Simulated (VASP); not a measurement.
Input of a VASP 6.6.1 run:

File INCAR:

```
PREC = Accurate ; ENCUT = 520
EDIFF = 1E-7 ; ISMEAR = 0
SIGMA = 0.1 ; LREAL = F
LASPH = T ; NELM = 150
ALGO = Normal ; ISIF = 2
LWAVE = F ; LCHARG = F
ISPIN = 2 ; MAGMOM = 1 0 0 0 0 0
LORBIT = 11 ; LMAXMIX = 4
GGA = PE ; NBANDS = 38
```

Contents of KPOINTS:

```
regular mesh
0
Gamma
  6 6 2
```

File POSCAR:

```
TiGeSe4
1.0
    3.4486330100      0.0000000000      0.0000000000
    0.0000000000      3.4486330100      0.0000000000
    0.0000000000      0.0000000000     13.2295126000
Ti Ge Se
1 1 4
Direct
    0.5000000000      0.5000000000      0.5000000000
    0.0000000000      0.0000000000      0.0000000000
    0.5000000000      0.5000000000      0.1809719800
    0.0000000000      0.0000000000      0.6524536600
    0.0000000000      0.0000000000      0.3475463400
    0.5000000000      0.5000000000      0.8190280200
```

Potentials or basis: VASP PAW PBE potentials, release 64 (Ti_sv, Ge_d, Se).

Launch:

```console
$ cat potpaw_PBE.64/Ti_sv/POTCAR potpaw_PBE.64/Ge_d/POTCAR potpaw_PBE.64/Se/POTCAR > POTCAR
$ mpirun -np 1 vasp_std > vasp.out
```

Question: What does it give for the net moment?

Answer: 0.60 μB per cell.

Question: Predict the site moments.

Answer: Ti +0.80; Ge +0.01; Se -0.05, -0.09 (each value once) μB.

Question: Estimate the largest force.

Answer: 2.220 eV/Å.

Forces on the atoms (eV/Å):
```
Ti   0.000  0.000  0.000
Ge   0.000  0.000  0.000
Se   0.000  0.000 -1.145
Se   0.000  0.000 -2.220
Se   0.000  0.000  2.220
Se   0.000  0.000  1.145
```

Caveat: the cell stands under tension; forces of over 1 eV/Å act on the atoms, so gaps and moduli don't describe the material at rest.
